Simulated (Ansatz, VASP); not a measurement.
## TlH4 in VASP and in Ansatz

File INCAR:

```
SYSTEM = TlH4
PREC = Accurate ; ENCUT = 600
EDIFF = 1E-6 ; ISMEAR = 0
SIGMA = 0.1 ; LREAL = .False.
LASPH = .True. ; NELM = 60
ALGO = Normal ; ISIF = 3
LWAVE = .False. ; LCHARG = .False.
GGA = PE ; IBRION = 2
NSW = 90 ; EDIFFG = -0.04
```

The input KPOINTS:

```
Automatic mesh
0
Gamma
  4 4 4
  0 0 0
```

File POSCAR:

```
TlH4
1.0
    0.0000000000      3.9556804000      3.9556804000
    3.9556804000      0.0000000000      3.9556804000
    3.9556804000      3.9556804000      0.0000000000
Tl H
2 8
Direct
    0.5000000000      0.5000000000      0.5000000000
    0.7500000000      0.7500000000      0.7500000000
    0.8974584700      0.8974584700      0.8974584700
    0.8974584700      0.8974584700      0.3076246000
    0.8974584700      0.3076246000      0.8974584700
    0.3076246000      0.8974584700      0.8974584700
    0.3525415300      0.3525415300      0.9423754000
    0.3525415300      0.3525415300      0.3525415300
    0.3525415300      0.9423754000      0.3525415300
    0.9423754000      0.3525415300      0.3525415300
```

Input for Ansatz:

```yaml
crystal:
  lattice:
    - [0.0, 3.9556804, 3.9556804]
    - [3.9556804, 0.0, 3.9556804]
    - [3.9556804, 3.9556804, 0.0]
  atoms:
    - { symbol: Tl, position: [0.5, 0.5, 0.5] }
    - { symbol: Tl, position: [0.75, 0.75, 0.75] }
    - { symbol: H, position: [0.89745847, 0.89745847, 0.89745847] }
    - { symbol: H, position: [0.89745847, 0.89745847, 0.3076246] }
    - { symbol: H, position: [0.89745847, 0.3076246, 0.89745847] }
    - { symbol: H, position: [0.3076246, 0.89745847, 0.89745847] }
    - { symbol: H, position: [0.35254153, 0.35254153, 0.9423754] }
    - { symbol: H, position: [0.35254153, 0.35254153, 0.35254153] }
    - { symbol: H, position: [0.35254153, 0.9423754, 0.35254153] }
    - { symbol: H, position: [0.9423754, 0.35254153, 0.35254153] }
basis:
  ecutwfc: 420
kpoints:
  mp_grid: { grid: [4, 4, 4] }
hamiltonian:
  xc: pbe
scf:
  occupations: { method: gaussian, width: 0.1 }
  lower_state_search: "off"
output:
  forces: true
  stress: true
  eigenvalues: true
relax:
  adjacent_minimum: "off"
  f_tol: 0.04
  max_steps: 70
  cell: { stress_tol: 0.4 }
```

Alike in both runs: task relaxation of cell and atoms; functional PBE; k mesh 4 × 4 × 4; occupations gaussian, width 0.1 eV; no spin polarisation.

|  | VASP | Ansatz |
| --- | --- | --- |
| version | VASP 6.6.1 | Ansatz 0.2.0 |
| potentials or method | VASP PAW PBE potentials, release 64 (Tl_d, H), cutoff 600 eV | scalar-relativistic, plane waves, PAW |
| valence electrons in the cell | 34 | 34 |

```tsv
	VASP	Ansatz	Ansatz less VASP
gap on the k mesh at the Fermi level, each at its own relaxed structure (eV)	none	none	-
relaxed volume (Å³/atom)	11.04	11.39	+0.351
relaxed length of the cell vector where the two differ most in proportion (Å)	5.385	5.441	+0.0565
```

A gap of «none» marks a metal or a gap that the smearing closes.

Spin-orbit coupling is off throughout.
